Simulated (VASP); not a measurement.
The system is CdSe (Cadmoselite).

```
CELL_PARAMETERS angstrom
4.30000 0.00000 0.00000
-2.15000 3.72391 0.00000
0.00000 0.00000 7.02000
ATOMIC_POSITIONS crystal
Cd 0.66667 0.33333 0.50000
Cd 0.33333 0.66667 0.00000
Se 0.66667 0.33333 0.88500
Se 0.33333 0.66667 0.38500
```

- Program: VASP 6.6.1
- Task: relaxation of cell and atoms
- Functional: r2SCAN
- Potentials or basis: VASP PAW PBE potentials, release 64 (Cd, Se)
- Cutoff: 600 eV
- k mesh: 7 × 7 × 4
- Occupations: fermi-dirac, width 0.05 eV
- Spin: no spin polarisation

At the start: pressure 1.8 GPa; volume 28.10 Å³/atom.

Where does the relaxation end?

Over 7 steps the energy falls by 9.4 meV/atom and the volume is 28.99 Å³/atom (+3.1 %); space group P6_3mc (No. 186, to 0.05 Å).

Step by step:
```csv
step,energy change (eV),largest force (eV/Å),pressure (GPa),volume (Å³)
1,0.0000,0.2857,1.79,112.41
2,-0.0304,0.0450,-0.72,117.59
3,-0.0334,0.0983,-0.19,116.34
4,-0.0351,0.0506,-0.01,115.93
5,-0.0353,0.0267,0.08,115.73
6,-0.0363,0.0200,0.05,115.79
7,-0.0377,0.0023,-0.02,115.94
```

Final structure:
```
Cd Se
1.0
     4.34728    0.00000    0.00000
    -2.17364    3.76485    0.00000
     0.00000    0.00000    7.08407
Cd Se
2 2
Cartesian
  2.1736 1.2550 3.5739
  0.0000 2.5099 0.0319
  2.1736 1.2550 6.2375
  0.0000 2.5099 2.6955
```

Caveat: the PAW data sets were made with another functional, which shifts forces and pressure a little.
